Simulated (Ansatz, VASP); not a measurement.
# TaTl3Ag3 in VASP and in Ansatz

Contents of INCAR:

```
PREC     = Accurate       # precision mode
ENCUT    = 600            # plane-wave cutoff, eV
EDIFF    = 1E-6           # SCF threshold, eV
ISMEAR   = 0              # smearing method
SIGMA    = 0.2            # smearing width, eV
LREAL    = False          # projectors in reciprocal space
LASPH    = True           # aspherical terms in the spheres
NELM     = 60             # most SCF steps
ALGO     = Fast           # electronic algorithm
ISIF     = 3              # what is computed and relaxed
LWAVE    = False          # write WAVECAR
LCHARG   = False          # write CHGCAR
GGA      = PE             # functional
IBRION   = 2              # ionic algorithm
NSW      = 36             # ionic steps
EDIFFG   = -0.08          # ionic threshold
```

Contents of KPOINTS:

```
regular mesh
0
Gamma
  4 4 2
```

Contents of POSCAR:

```
TaTl3Ag3
1.0
    4.8024360600      0.0000000000      0.0000000000
   -2.4012180300      4.1590316300      0.0000000000
    0.0000000000      0.0000000000     10.8192614200
Ta Tl Ag
1 3 3
Direct
    0.0000000000      0.0000000000      0.0000000000
    0.0000000000      0.0000000000      0.2249105300
    0.0000000000      0.0000000000      0.7750894700
    0.0000000000      0.0000000000      0.5000000000
    0.5000000000      0.0000000000      0.5000000000
    0.0000000000      0.5000000000      0.5000000000
    0.5000000000      0.5000000000      0.5000000000
```

Input for Ansatz:

```yaml
crystal:
  lattice:
    - [4.80243606, 0.0, 0.0]
    - [-2.40121803, 4.15903163, 0.0]
    - [0.0, 0.0, 10.81926142]
  atoms:
    - { symbol: Ta, position: [0.0, 0.0, 0.0] }
    - { symbol: Tl, position: [0.0, 0.0, 0.22491053] }
    - { symbol: Tl, position: [0.0, 0.0, 0.77508947] }
    - { symbol: Tl, position: [0.0, 0.0, 0.5] }
    - { symbol: Ag, position: [0.5, 0.0, 0.5] }
    - { symbol: Ag, position: [0.0, 0.5, 0.5] }
    - { symbol: Ag, position: [0.5, 0.5, 0.5] }
basis:
  ecutwfc: 420
kpoints:
  mp_grid: { grid: [4, 4, 2] }
hamiltonian:
  xc: pbe
scf:
  occupations: { method: gaussian, width: 0.2 }
  lower_state_search: "off"
output:
  forces: true
  stress: true
  eigenvalues: true
relax:
  adjacent_minimum: "off"
  f_tol: 0.08
  max_steps: 16
  cell: { stress_tol: 0.8 }
```

Alike in both runs: task relaxation of cell and atoms; functional PBE; k mesh 4 × 4 × 2; occupations gaussian, width 0.2 eV; no spin polarisation.

|  | VASP | Ansatz |
| --- | --- | --- |
| version | VASP 6.6.1 | Ansatz 0.2.0 |
| potentials or method | VASP PAW PBE potentials, release 64 (Ta_pv, Tl_d, Ag), cutoff 600 eV | scalar-relativistic, plane waves, PAW |
| valence electrons in the cell | 83 | 109 |

```csv
,VASP,Ansatz,Ansatz less VASP
"gap on the k mesh at the Fermi level, each at its own relaxed structure (eV)",none,none,-
relaxed volume (Å³/atom),46.06,44.97,-1.087
relaxed cell length with the largest relative difference (Å),5.681,5.624,-0.0577
```

A gap of «none» marks a metal or a gap that the smearing closes. VASP's potentials hold 83 valence electrons a cell and Ansatz's 109, so a difference there can come from the potentials and not from the codes.

The k mesh is coarse, so the values compare programs but aren't converged. Neither program's run includes spin-orbit coupling. Noted on VASP's run: the volume moved by over 15 % at a fixed basis, so the end points are rough.
